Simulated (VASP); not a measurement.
A run of VASP 6.6.1:

File POSCAR:

```
GaS5
1.0
   -3.4257704336      3.4257704336      2.5489276049
    3.4257704336     -3.4257704336      2.5489276049
    3.4257704336      3.4257704336     -2.5489276049
Ga S
1 5
Direct
    0.7500000000      0.2500000000      0.5000000000
    0.1751161485      0.6868266104      0.9486171190
    0.3131733896      0.2617905086      0.4882895381
    0.7382094914      0.2264990295      0.0513828810
    0.7735009705      0.8248838515      0.5117104619
    0.0000000000      0.0000000000      0.0000000000
```

INCAR.step1

```
PREC = Accurate ; ENCUT = 520
ISMEAR = 0 ; SIGMA = 0.1
LREAL = False ; LASPH = True
NELM = 100 ; NBANDS = 30
GGA = PE ; ALGO = Normal
EDIFF = 1E-4 ; LWAVE = True
LCHARG = False
```

The input INCAR.step2:

```
PREC = Accurate ; ENCUT = 520
EDIFF = 1E-7 ; ISMEAR = 0
SIGMA = 0.1 ; LREAL = False
LASPH = True ; NELM = 100
ALGO = Normal ; ISIF = 2
LWAVE = False ; LCHARG = False
METAGGA = R2SCAN ; LMIXTAU = True
NBANDS = 30 ; ISTART = 1
```

Contents of KPOINTS:

```
regular mesh
0
Gamma
  8 8 8
```

Potentials or basis: VASP PAW PBE potentials, release 64 (Ga_d, S).

The run is started by

```sh
$ cat potpaw_PBE.64/Ga_d/POTCAR potpaw_PBE.64/S/POTCAR > POTCAR
$ cp INCAR.step1 INCAR
$ mpirun -np 1 vasp_std > vasp.out
$ cp INCAR.step2 INCAR
$ mpirun -np 1 vasp_std > vasp.out
```

Hardware: 1 thread of Intel(R) Xeon(R) Platinum 8559C (Emerald Rapids), with other jobs on the host.

Problem. Estimate the wall time of this run.

Solution. Wall time 12 min on 1 thread of Intel(R) Xeon(R) Platinum 8559C (Emerald Rapids) (shared host), peak memory 0.42 GiB. Counts: k points 78.
